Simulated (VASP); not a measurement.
# ZnS (P1) in VASP: single point with r2SCAN

Aim: the single point of ZnS with r2SCAN.

Program: VASP 6.6.1. These are calculated values, not measurements. Logs are shortened: lines on timing, memory, paths and dates and some standing lists are left out, and cuts for length are marked.

### Step 1. The cell of the first run

The typed cell holds 8 atoms: a = 12.605 Å, b = 12.551 Å, c = 12.692 Å, α = 17.25°, β = 17.44°, γ = 17.48°.

### Step 2. Single point, r2SCAN

POSCAR

```
ZnS
1.0
   12.6047850000      0.0000000000      0.0000000000
   11.9709446950      3.7701982555      0.0000000000
   12.1085435609      1.9039641902      3.2938811864
Zn S
4 4
Direct
    0.6090800000      0.5804200000      0.5610400000
    0.0139000000      0.9796000000      0.0038300000
    0.4355800000      0.4009800000      0.4087100000
    0.1775100000      0.1698100000      0.1501500000
    0.3663000000      0.3618800000      0.3296700000
    0.1046900000      0.1129500000      0.0909100000
    0.5061500000      0.5336200000      0.5246900000
    0.9460100000      0.9368500000      0.9322200000
```

INCAR.step1

```
SYSTEM = ZnS
PREC     = Accurate       ! precision mode
ENCUT    = 610            ! plane-wave cutoff, eV
ISMEAR   = 0              ! smearing method
SIGMA    = 0.01           ! smearing width, eV
LREAL    = .FALSE.        ! projectors in reciprocal space
LASPH    = .TRUE.         ! aspherical terms in the spheres
NELM     = 120            ! most SCF steps
NBANDS   = 46             ! bands
GGA      = PE             ! functional
ALGO     = Normal         ! electronic algorithm
EDIFF    = 1E-5           ! SCF threshold, eV
LWAVE    = .TRUE.         ! write WAVECAR
LCHARG   = .FALSE.        ! write CHGCAR
GGA_COMPAT= .FALSE.      
KPAR     = 2
```

INCAR.step2

```
SYSTEM = ZnS
PREC     = Accurate       ! precision mode
ENCUT    = 610            ! plane-wave cutoff, eV
EDIFF    = 1E-6           ! SCF threshold, eV
ISMEAR   = 0              ! smearing method
SIGMA    = 0.01           ! smearing width, eV
LREAL    = .FALSE.        ! projectors in reciprocal space
LASPH    = .TRUE.         ! aspherical terms in the spheres
NELM     = 120            ! most SCF steps
ALGO     = Normal         ! electronic algorithm
ISIF     = 2              ! what is computed and relaxed
LWAVE    = .FALSE.        ! write WAVECAR
LCHARG   = .FALSE.        ! write CHGCAR
METAGGA  = R2SCAN         ! meta-GGA
LMIXTAU  = .TRUE.       
NBANDS   = 46             ! bands
ISTART   = 1            
GGA_COMPAT= .FALSE.      
KPAR     = 2
```

KPOINTS

```
regular mesh
0
G
  2 2 2
  0 0 0
```

Potentials or basis: VASP PAW PBE potentials, release 64 (Zn, S).

Launch:

```bash
$ cat potpaw_PBE.64/Zn/POTCAR potpaw_PBE.64/S/POTCAR > POTCAR
$ cp INCAR.step1 INCAR
$ mpirun -np 8 vasp_std > vasp.out
$ cp INCAR.step2 INCAR
$ mpirun -np 8 vasp_std > vasp.out
```

OUTCAR:

```text
SYSTEM = ZnS
   PREC = Accurate
   ENCUT = 610
   EDIFF = 1E-6
   ISMEAR = 0
   LREAL = .FALSE.
   LASPH = .TRUE.
   NELM = 120
   ISIF = 2
   METAGGA = R2SCAN
   ISTART = 1

 ion  position               nearest neighbor table
   1  0.609  0.580  0.561-   8 2.26   7 2.31   8 2.35   8 2.42
   2  0.014  0.980  0.004-   5 2.25   8 2.27   5 2.35   5 2.38
   3  0.436  0.401  0.409-   6 2.29   5 2.33   6 2.35   6 2.38
   4  0.178  0.170  0.150-   7 2.27   7 2.34   6 2.35   7 2.46
   5  0.366  0.362  0.330-   2 2.25   3 2.33   2 2.35   2 2.38
   6  0.105  0.113  0.091-   3 2.29   3 2.35   4 2.35   3 2.38
   7  0.506  0.534  0.525-   4 2.27   1 2.31   4 2.34   4 2.46
   8  0.946  0.937  0.932-   1 2.26   2 2.27   1 2.35   1 2.42

  LATTYP: Found a triclinic cell.
 ALAT       =     3.7883263197
 B/A-ratio  =     1.0091810592
 C/A-ratio  =     3.3503410026
 COS(alpha) =     0.0102333843
 COS(beta)  =     0.1864004510
 COS(gamma) =     0.4918318595

  Lattice vectors:

 A1 = (   0.1375988659,  -1.8662340653,   3.2938811864)
 A2 = (   0.6338403050,  -3.7701982555,   0.0000000000)
 A3 = (  12.1085435609,   1.9039641902,   3.2938811864)

Analysis of symmetry for initial positions (statically):
=====================================================================
 Subroutine PRICEL returns:
 Original cell was already a primitive cell.

 Routine SETGRP: Setting up the symmetry group for a
 triclinic supercell.

 Subroutine GETGRP returns: Found  1 space group operations
 (whereof  1 operations were pure point group operations)
 out of a pool of  2 trial point group operations.

The static configuration has the point symmetry C_1 .

Analysis of symmetry for dynamics (positions and initial velocities):
=====================================================================
 Subroutine PRICEL returns:
 Original cell was already a primitive cell.

 Routine SETGRP: Setting up the symmetry group for a
 triclinic supercell.

 Subroutine GETGRP returns: Found  1 space group operations
 (whereof  1 operations were pure point group operations)
 out of a pool of  2 trial point group operations.

The dynamic configuration has the point symmetry C_1 .

 Subroutine INISYM returns: Found  1 space group operations
 (whereof  1 operations are pure point group operations),
 and found     1 'primitive' translations

----------------------------------------------------------------------------------------

                                     Primitive cell

[... 91 lines left out ...]
   ISIF   =      2    stress and relaxation
   ISYM   =      2    0-nonsym 1-usesym 2-fastsym
   POTIM  = 0.5000    time-step for ionic-motion
   TEBEG  =    0.0;   TEEND  =   0.0 temperature during run
   PSTRESS=    0.0 pullay stress
   NELECT =      72.0000    total number of electrons
   NUPDOWN=      -1.0000    fix difference up-down
   EMIN   =  10.00;   EMAX   =-10.00  energy-range for DOS
   EFERMI =   0.00;   METHOD = LEGACY
   ISMEAR =     0;   SIGMA  =   0.01  broadening in eV -4-tet -1-fermi 0-gaus
   EFERMI_NEDOS =   21; number of points for ismear=-14 and -15
   IALGO  =     38    algorithm
   IMIX   =      4    mixing-type and parameters
     AMIX     =   0.40;   BMIX     =  1.00
     AMIX_MAG =   1.60;   BMIX_MAG =  1.00
  volume/ion in A,a.u.               =      19.57       132.04
  Fermi-wavevector in a.u.,A,eV,Ry     =   1.263717  2.388079 21.728239  1.596981
  Thomas-Fermi vector in A             =   2.397059
   LORBIT       =      0    0 simple, 1 ext, 2 COOP (PROOUT), +10 PAW based schemes
   METAGGA = R2SCAN    functional components
   LHFCALC =     F    Hartree Fock is set to
   AEXX    =    0.0000 exact exchange contribution
   IVDW    =     0    specifies the selected vdW correction
   LEPSILON=     F    determine dielectric tensor
   LRPA    =     F    only Hartree local field effects (RPA)
 non-spin polarized calculation
 Gauss-broadening in eV      SIGMA  =   0.01
  energy-cutoff  :      610.00
  volume of cell :      156.53
 maximum number of plane-waves:      5395
 NGX is ok and might be reduce to   108
   NGX = 51   NGY = 51   NGZ = 51

 number of electron      72.0000002 magnetization

 Free energy of the ion-electron system (eV)
  ---------------------------------------------------
  ext. energy  EPLUGINS =         0.00000000
  ---------------------------------------------------
  free energy    TOTEN  =       -72.96777262 eV

  energy without entropy =      -72.96777262  energy(sigma->0) =      -72.96777262

 E-fermi :   2.2196     XC(G=0): -10.2713

 val. band max:        2.1324359359   @ k =   0.0000   0.0000   0.0000
 cond. band min:       4.7372796342   @ k =   0.0000   0.0000   0.0000
 fundamental gap:      2.6048436983
 Fermi energy:         2.2195644395

 k-point     1 :       0.0000    0.0000    0.0000
  band No.  band energies     occupation
      1     -11.6847      2.00000
      2     -11.2342      2.00000
      3     -11.2050      2.00000
      4     -10.6746      2.00000
      5      -4.7002      2.00000
      6      -4.6845      2.00000
[... 397 lines left out ...]
     47       9.3024      0.00000
     48       9.6150      0.00000

------------------------ aborting loop because EDIFF is reached ----------------------------------------

  FORCE on cell =-STRESS in cart. coord.  units (eV):
  Direction    XX          YY          ZZ          XY          YZ          ZX
  --------------------------------------------------------------------------------------
  -------------------------------------------------------------------------------------
  Total        0.0749591      4.1604791      5.6446725     -1.0723441     -1.1672230     -1.6240614
  in kB        0.7672336     42.5839919     57.7752419    -10.9758251    -11.9469445    -16.6228496
  external PRESSURE =      33.7088225 kB  Pullay stress =       0.0000000 kB

 VOLUME and BASIS-vectors are now :
 -----------------------------------------------------------------------------
  energy-cutoff  :      610.00
  volume of cell :      156.53
      direct lattice vectors                 reciprocal lattice vectors
    12.604785000  0.000000000  0.000000000     0.079334951 -0.251900363 -0.146034848
    11.970944695  3.770198255  0.000000000     0.000000000  0.265238041 -0.153315710
    12.108543561  1.903964190  3.293881186     0.000000000  0.000000000  0.303593221

 POSITION                                       TOTAL-FORCE (eV/Angst)
 -----------------------------------------------------------------------------------
     21.41888      3.25650      1.84800        -0.231134      0.151718      0.490278
     11.94832      3.70058      0.01262        -0.066418      0.439434     -0.381684
     15.23938      2.28994      1.34624        -0.276925      0.334653      0.004816
      6.08836      0.92610      0.49458        -0.311058      0.221173      0.463086
     12.94100      1.99204      1.08589         0.515111     -0.391192      0.467097
      3.77250      0.59893      0.29945         0.439322     -0.272736      0.003398
     19.12108      3.01084      1.72827         0.114983     -0.311410     -0.530580
     34.42706      5.30702      3.07062        -0.183880     -0.171640     -0.516411
 -----------------------------------------------------------------------------------
    total drift:                               -0.003536     -0.000417      0.000178

  FREE ENERGIE OF THE ION-ELECTRON SYSTEM (eV)
  ---------------------------------------------------
  free  energy   TOTEN  =       -72.9677726152 eV

  energy  without entropy=      -72.9677726152  energy(sigma->0) =      -72.96777262
```

OSZICAR.step1:

```text
N       E                     dE             d eps       ncg     rms          rms(c)
DAV:   1     0.644360599966E+03    0.64436E+03   -0.36377E+04   768   0.202E+03
DAV:   2     0.642735285058E+02   -0.58009E+03   -0.55180E+03   768   0.468E+02
DAV:   3    -0.226397213118E+02   -0.86913E+02   -0.84322E+02   888   0.159E+02
DAV:   4    -0.269607298878E+02   -0.43210E+01   -0.43078E+01   880   0.356E+01
DAV:   5    -0.270381116325E+02   -0.77382E-01   -0.77305E-01   896   0.466E+00    0.140E+01
DAV:   6    -0.247901912023E+02    0.22479E+01   -0.44030E+00  1224   0.425E+01    0.111E+01
DAV:   7    -0.248428000604E+02   -0.52609E-01   -0.49803E+00   872   0.883E+00    0.526E+00
DAV:   8    -0.247992183289E+02    0.43582E-01   -0.22101E-01   960   0.368E+00    0.173E+00
DAV:   9    -0.248002394670E+02   -0.10211E-02   -0.56339E-02   984   0.223E+00    0.463E-01
DAV:  10    -0.248005227715E+02   -0.28330E-03   -0.31107E-03   896   0.869E-01    0.267E-01
DAV:  11    -0.248009816178E+02   -0.45885E-03   -0.53472E-04   944   0.337E-01    0.112E-01
DAV:  12    -0.248013168681E+02   -0.33525E-03   -0.48886E-04   856   0.228E-01    0.404E-02
DAV:  13    -0.248013190744E+02   -0.22063E-05   -0.45658E-05   960   0.517E-02
   1 F= -.24801319E+02 E0= -.24801319E+02  d E =-.302725E-57
```

It took 7.2 min on 8 MPI ranks of Intel Xeon 6975P-C (Granite Rapids), shared host; peak memory 0.86 GiB.

What came out:

* Free energy: -72.9678 eV
* Pressure: 3.4 GPa
* Largest force: 0.798 eV/Å
* Band gap on the k mesh: 2.60 eV

Forces in eV/Å, atoms in the order of the input:
```
Zn  -0.231  0.152  0.490
Zn  -0.066  0.439 -0.382
Zn  -0.277  0.335  0.005
Zn  -0.311  0.221  0.463
S    0.515 -0.391  0.467
S    0.439 -0.273  0.003
S    0.115 -0.311 -0.531
S   -0.184 -0.172 -0.516
```

Stress tensor (GPa, compression positive):
```
 0.08 -1.10 -1.66
-1.10  4.26 -1.19
-1.66 -1.19  5.78
```

Caveat: the k points lie up to 0.95 Å⁻¹ apart; the PAW data sets were made with another functional, which shifts forces and pressure a little.
